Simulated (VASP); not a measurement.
Wanted: the native input for a VASP 6.6.1 run.

* Task: single point
* Functional: PBE
* Potentials or basis: VASP PAW PBE potentials, release 64 (Sb)
* Cutoff: 520 eV
* k mesh: 14 × 14 × 14
* Occupations: fermi-dirac, width 0.1 eV
* Spin: no spin polarisation
* Dipole correction: no
* Further INCAR settings: ALGO = Normal; EDIFF = 1e-06; NBANDS = 12

The structure of Sb lies in POSCAR:

```
Sb
1.0
    0.0000000000      2.4106607684      2.4106607684
    2.4106607684      0.0000000000      2.4106607684
    2.4106607684      2.4106607684      0.0000000000
Sb
2
Direct
   -0.1250000000     -0.1250000000     -0.1250000000
    0.1250000000      0.1250000000      0.1250000000
```

These files were run (other wordings do the same):

INCAR

```
PREC     = Accurate       # precision mode
ENCUT    = 520            # plane-wave cutoff, eV
EDIFF    = 1E-6           # SCF threshold, eV
ISMEAR   = -1             # smearing method
SIGMA    = 0.1            # smearing width, eV
LREAL    = False          # projectors in reciprocal space
LASPH    = True           # aspherical terms in the spheres
NELM     = 100            # most SCF steps
ALGO     = Normal         # electronic algorithm
ISIF     = 2              # what is computed and relaxed
LWAVE    = False          # write WAVECAR
LCHARG   = True           # write CHGCAR
GGA      = PE             # functional
LELF     = True           # ELF
LVHAR    = True         
NBANDS   = 12             # bands
```

KPOINTS

```
Automatic mesh
0
Gamma
  14 14 14
```

Potentials or basis: VASP PAW PBE potentials, release 64 (Sb).

Command:

```bash
$ cat potpaw_PBE.64/Sb/POTCAR > POTCAR
$ mpirun -np 1 vasp_std > vasp.out
```

It gave:

* Pressure: 360.6 GPa
* Band gap on the k mesh: zero (band 5 reaches 22.66 eV, above the bottom of band 6 at 18.39 eV)

Caveat: spin-orbit coupling is left out, which moves the levels of the heavy elements.

Run time: 36 s on 1 thread of Intel Xeon 6975P-C, with other jobs on the host, peak memory 0.17 GiB.
